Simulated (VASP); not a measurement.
Write the native input for VASP 6.6.1 that does the following.

| Quantity | Value |
| --- | --- |
| Task | single point |
| Functional | PBE |
| Potentials or basis | VASP PAW PBE potentials, release 64 (Nb_sv, Si, O) |
| Cutoff | 520 eV |
| k mesh | 10 × 10 × 10 |
| Occupations | gaussian, width 0.1 eV |
| Spin | collinear spin, ferromagnetic start |
| Starting moments | [0.0, 0.0, 0.59, 0.59, 0.59, 0.59] μB |
| Dipole correction | no |
| Further INCAR settings | ALGO = Normal; EDIFF = 1e-06; NBANDS = 34 |

The structure of NbSiO4 lies in POSCAR:

```
NbSiO4
1.0
    0.0000000000      3.1236122783      3.1236122783
    3.1236122783      0.0000000000      3.1236122783
    3.1236122783      3.1236122783      0.0000000000
Nb Si O
1 1 4
Direct
    0.2500000000      0.2500000000      0.2500000000
    0.0000000000      0.0000000000      0.0000000000
    0.6245659851      0.6245659851      0.1263020448
    0.6245659851      0.1263020448      0.6245659851
    0.1263020448      0.6245659851      0.6245659851
    0.6245659851      0.6245659851      0.6245659851
```

The cell was built from a structure type or drawn by symmetry, and may not be a known phase.

One way to write it, as run:

INCAR

```
SYSTEM = NbSiO4
PREC     = Accurate       ! precision mode
ENCUT    = 520            ! plane-wave cutoff, eV
EDIFF    = 1E-6           ! SCF threshold, eV
ISMEAR   = 0              ! smearing method
SIGMA    = 0.1            ! smearing width, eV
LREAL    = .FALSE.        ! projectors in reciprocal space
LASPH    = .TRUE.         ! aspherical terms in the spheres
NELM     = 150            ! most SCF steps
ALGO     = Normal         ! electronic algorithm
ISIF     = 2              ! what is computed and relaxed
LWAVE    = .FALSE.        ! write WAVECAR
LCHARG   = .FALSE.        ! write CHGCAR
ISPIN    = 2              ! spin polarisation
MAGMOM   = 0 0 0.59 0.59 0.59 0.59 ! initial moments
LORBIT   = 11             ! projections on sites
LMAXMIX  = 4              ! l up to which the mixer works
GGA      = PE             ! functional
NBANDS   = 34             ! bands
```

KPOINTS

```
Automatic mesh
0
G
  10 10 10
  0 0 0
```

Potentials or basis: VASP PAW PBE potentials, release 64 (Nb_sv, Si, O).

Command:

```bash
$ cat potpaw_PBE.64/Nb_sv/POTCAR potpaw_PBE.64/Si/POTCAR potpaw_PBE.64/O/POTCAR > POTCAR
$ mpirun -np 1 vasp_std > vasp.out
```

It gave:

```json
{
  "Pressure": "-0.2 GPa",
  "Net moment": "2.47 μB per cell",
  "Site moments": "Nb +0.06; Si +0.02; O +0.53 μB",
  "Valence electrons inside the program's atomic spheres": "Nb 10.30; Si 1.49; O 4.77"
}
```

Wall time 6.5 min on 1 thread of AMD EPYC 7R43 64-Core Processor (Zen 3), on a shared host, peak memory 0.3 GiB.
